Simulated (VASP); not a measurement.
Runs of VASP 6.6.1 on GaN. The structure is that of space group Fm-3m (No. 225), or close to it. The cells are those of the table. 

| task | level | potentials or basis | cell | cutoff (eV) | smearing | gap on the mesh (eV) | pressure (GPa) |
| --- | --- | --- | --- | --- | --- | --- | --- |
| single point | LDA | VASP PAW LDA potentials, release 64 (Ga_d, N) | a = 3.020 Å, angles 60.0°, 2 atoms | 520 | fermi-dirac 0.05 eV | 0.36 | -12.5 |
| single point | RPBE+D3(BJ) | VASP PAW PBE potentials, release 64 (Ga_d, N) | a = 2.925 Å, angles 60.0°, 2 atoms | 520 | fermi-dirac 0.05 eV | 1.25 | 1.0 |
| single point | LDA | VASP PAW LDA potentials, release 64 (Ga_d, N) | a = 2.979 Å, angles 60.0°, 2 atoms | 520 | fermi-dirac 0.05 eV | 0.62 | (c) |
| single point | r2SCAN | VASP PAW PBE potentials, release 64 (Ga_d, N) | a = 3.059 Å, angles 60.0°, 2 atoms | 520 | fermi-dirac 0.05 eV | 0.79 | (a) |
| relaxation of cell and atoms | revPBE | VASP PAW PBE potentials, release 64 (Ga_d, N) | relaxed from a = 3.020 Å, angles 60.0°, 2 atoms | 600 | fermi-dirac 0.05 eV | 0.50 | -0.1 |
| single point | PBEsol | VASP PAW PBE potentials, release 64 (Ga_d, N) | a = 2.999 Å, angles 60.0°, 2 atoms | 520 | fermi-dirac 0.05 eV | (b) | -3.1 |
| single point | PBEsol | VASP PAW PBE potentials, release 64 (Ga_d, N) | a = 3.020 Å, angles 60.0°, 2 atoms | 520 | fermi-dirac 0.05 eV | 0.46 | -7.2 |
| single point | PBE | VASP PAW PBE potentials, release 64 (Ga_d, N) | a = 3.020 Å, angles 60.0°, 2 atoms | 520 | gaussian 0.011 eV | 0.54 | 0.4 |

Alike in all rows: no spin polarisation; k mesh 11 × 11 × 11.

Task: Fill in the values left out.

Result: (a) -15.1; (b) 0.59; (c) -4.1.

Caveats: the PAW data sets were made with another functional, which shifts forces and pressure a little (some runs).

A k mesh can miss the band edges, and the runs leave out spin-orbit coupling on Ga.
